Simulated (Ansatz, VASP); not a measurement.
TiAl in VASP and in Ansatz

File INCAR:

```
SYSTEM = TiAl
ALGO = Fast ; EDIFF = 1E-6
ENCUT = 520 ; GGA = PS
ISIF = 2 ; ISMEAR = 0
LASPH = .TRUE. ; LCHARG = .FALSE.
LREAL = .FALSE. ; LWAVE = .FALSE.
NBANDS = 14 ; NELM = 80
PREC = Accurate ; SIGMA = 0.15
```

The input KPOINTS:

```
k-points
0
G
  16 16 16
  0 0 0
```

Contents of POSCAR:

```
TiAl
1.0
    3.2190510025     -0.3444740925     -0.3444740925
   -0.3444740925      3.2190510025     -0.3444740925
   -0.3444740925     -0.3444740925      3.2190510025
Ti Al
1 1
Direct
    0.0000000000      0.0000000000      0.0000000000
    0.5000000000      0.5000000000      0.5000000000
```

Input for Ansatz:

```yaml
crystal:
  lattice:
    - [3.2190510025, -0.3444740925, -0.3444740925]
    - [-0.3444740925, 3.2190510025, -0.3444740925]
    - [-0.3444740925, -0.3444740925, 3.2190510025]
  atoms:
    - { symbol: Ti, position: [0.0, 0.0, 0.0] }
    - { symbol: Al, position: [0.5, 0.5, 0.5] }
basis:
  ecutwfc: 420
kpoints:
  mp_grid: { grid: [16, 16, 16] }
hamiltonian:
  xc: pbesol
scf:
  occupations: { method: gaussian, width: 0.15 }
output:
  forces: true
  stress: true
  eigenvalues: true
```

Alike in both runs: task single point; functional PBEsol; k mesh 16 × 16 × 16; occupations gaussian, width 0.15 eV; no spin polarisation.

|  | VASP | Ansatz |
| --- | --- | --- |
| version | VASP 6.6.1 | Ansatz 0.2.0 |
| potentials or method | VASP PAW PBE potentials, release 64 (Ti_sv, Al), cutoff 520 eV | scalar-relativistic, plane waves, PAW |
| valence electrons in the cell | 15 | 15 |

Ansatz gave:

```
gap on the k mesh at the Fermi level (eV)                     : none
pressure (GPa)                                                : 15.1
traceless stress, the component that is largest in VASP (GPa) : 36.13
```

**Question.** Estimate VASP's values.

**Answer.** gap on the k mesh at the Fermi level (eV): none; pressure (GPa): 15.0; traceless stress, the component that is largest in VASP (GPa): 36.06.

VASP's potentials were made for PBE, not for PBEsol. A gap of «none» marks a metal or a gap that the smearing closes. With one functional, cell and mesh, what is left measures potentials, basis and numerics.
